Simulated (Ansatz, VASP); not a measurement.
# Two plane-wave programs on WS2

File INCAR:

```
SYSTEM = WS2
PREC = Accurate
ENCUT = 520
EDIFF = 1E-6
ISMEAR = 0
SIGMA = 0.05
LREAL = .FALSE.
LASPH = .TRUE.
NELM = 80
ALGO = Normal
ISIF = 2
LWAVE = .FALSE.
LCHARG = .FALSE.
GGA = CA
NBANDS = 35
```

KPOINTS

```
regular mesh
0
G
  12 12 4
  0 0 0
```

File POSCAR:

```
WS2
1.0
    3.0409138215      0.0000000000      0.0000000000
   -1.5204569108      2.6335086202      0.0000000000
    0.0000000000      0.0000000000     11.8190279990
W S
2 4
Direct
    0.3333333333      0.6666666667      0.2500000000
    0.6666666667      0.3333333333      0.7500000000
    0.3333333333      0.6666666667      0.6351502730
    0.6666666667      0.3333333333      0.1351502730
    0.3333333333      0.6666666667      0.8648497270
    0.6666666667      0.3333333333      0.3648497270
```

Input for Ansatz:

```yaml
crystal:
  lattice:
    - [3.0409138215, 0.0, 0.0]
    - [-1.5204569108, 2.6335086202, 0.0]
    - [0.0, 0.0, 11.819027999]
  atoms:
    - { symbol: W, position: [0.3333333333, 0.6666666667, 0.25] }
    - { symbol: W, position: [0.6666666667, 0.3333333333, 0.75] }
    - { symbol: S, position: [0.3333333333, 0.6666666667, 0.635150273] }
    - { symbol: S, position: [0.6666666667, 0.3333333333, 0.135150273] }
    - { symbol: S, position: [0.3333333333, 0.6666666667, 0.864849727] }
    - { symbol: S, position: [0.6666666667, 0.3333333333, 0.364849727] }
basis:
  ecutwfc: 420
kpoints:
  mp_grid: { grid: [12, 12, 4] }
hamiltonian:
  xc: lda
  pseudopotentials: { kind: paw, azcp: { folder: soft_1 } }
scf:
  occupations: { method: gaussian, width: 0.05 }
output:
  forces: true
  stress: true
  eigenvalues: true
```

Alike in both runs: task single point; functional LDA; k mesh 12 × 12 × 4; occupations gaussian, width 0.05 eV; no spin polarisation.

|  | VASP | Ansatz |
| --- | --- | --- |
| version | VASP 6.6.1 | Ansatz 0.2.0 |
| potentials or method | VASP PAW LDA potentials, release 64 (W_sv, S), cutoff 520 eV | scalar-relativistic, plane waves, PAW |
| valence electrons in the cell | 52 | 52 |

```tsv
	VASP	Ansatz	Ansatz less VASP
gap on the k mesh at the Fermi level (eV)	none	none	-
rms of the force components (eV/Å)	3.246	3.222	-0.0236
```

Ansatz warns that its potentials were made for another functional, while VASP's fit it. LDA's correlation is that of Perdew and Zunger in VASP and of Perdew and Wang (1992) in Ansatz. Atom by atom the forces differ by 0.024 eV/Å (rms over components). A gap of «none» marks a metal or a gap that the smearing closes.

Neither program's run includes spin-orbit coupling.
